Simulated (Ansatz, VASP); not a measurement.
## Ir in VASP and in Ansatz

```
Ir
1.0
     0.00000    1.90545    1.90545
     1.90545    0.00000    1.90545
     1.90545    1.90545    0.00000
Ir
1
Direct
  0.00000 0.00000 0.00000
```

Alike in both runs: functional LDA; k mesh 18 × 18 × 18; occupations gaussian, width 0.1 eV; no spin polarisation.

Ansatz relaxed the structure, and its values are those at the end. VASP's run is a single point on that final structure, the one shown.

|  | VASP | Ansatz |
| --- | --- | --- |
| version | VASP 6.6.1 | Ansatz 0.2.0 |
| potentials or method | VASP PAW LDA potentials, release 64 (Ir_sv_GW), cutoff 560 eV | scalar-relativistic, plane waves, PAW |
| valence electrons in the cell | 17 | 17 |

```tsv
	VASP	Ansatz	Ansatz less VASP
gap on the k mesh at the Fermi level (eV)	none	none	-
pressure (GPa)	-0.3	0.0	+0.36
```

LDA's correlation is that of Perdew and Zunger in VASP and of Perdew and Wang (1992) in Ansatz. A gap of «none» marks a metal or a gap that the smearing closes.

Neither program's run includes spin-orbit coupling.
